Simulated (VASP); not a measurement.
# BaS: single point with PBE

BaS:

```xyz
2
Lattice="0.0000 3.1938 3.1458 3.1938 0.0000 3.1458 3.1938 3.1938 0.0000" Properties=species:S:1:pos:R:3 pbc="T T T"
Ba    0.0000    0.0000    0.0000
S     3.1938    3.1938    3.1458
```

This cell differs from its parent crystal: strain -0.0150 x Voigt [0, 0, 1, 0, 0, 0].

```json
{
 "Program": "VASP 6.6.1",
 "Task": "single point",
 "Functional": "PBE",
 "Potentials or basis": "VASP PAW PBE potentials, release 64 (Ba_sv, S)",
 "Cutoff": "520 eV",
 "k mesh": "8 × 8 × 8",
 "Occupations": "gaussian, width 0.05 eV",
 "Spin": "no spin polarisation",
 "Dipole correction": "no",
 "Further INCAR settings": "ALGO = Normal; EDIFF = 1e-07; NBANDS = 15"
}
```

| Property | Result |
| --- | --- |
| Pressure | 2.2 GPa |
| Band gap on the k mesh | 2.04 eV, indirect (least direct gap 2.17 eV) |

Stress tensor (GPa, compression positive):
```
1.71 0.00 0.00
0.00 1.71 0.00
0.00 0.00 3.18
```

Levels at points of the mesh, in eV from the valence-band top:
| k point | band 4 | band 5 | band 6 | band 7 | band 8 | band 9 | band 10 | band 11 | band 12 | band 13 |
| --- | --- | --- | --- | --- | --- | --- | --- | --- | --- | --- |
| (0.00, 0.00, 0.00) | -11.12 | -10.42 | -0.05 | -0.05 | 0.00 | 3.63 | 3.80 | 3.80 | 3.91 | 4.73 |
| (0.50, 0.00, 0.00) | -11.15 | -9.11 | -2.01 | -1.16 | -1.15 | 5.56 | 5.70 | 6.31 | 6.35 | 8.92 |
| (0.50, 0.50, 0.00) | -11.33 | -10.33 | -0.48 | -0.19 | -0.19 | 2.04 | 5.96 | 6.09 | 7.53 | 7.53 |
| (0.50, 0.00, 0.50) | -11.30 | -10.33 | -0.57 | -0.18 | -0.12 | 2.05 | 5.88 | 6.12 | 7.48 | 7.61 |

Run time: 30 s on 1 thread of Intel(R) Xeon(R) Platinum 8488C (Sapphire Rapids), on a shared host, peak memory 0.23 GiB.

Caveat: the cell differs from its parent crystal (strain -0.0150 x Voigt [0, 0, 1, 0, 0, 0]); spin-orbit coupling is left out, which moves the levels of the heavy elements. A k mesh can miss the band edges.
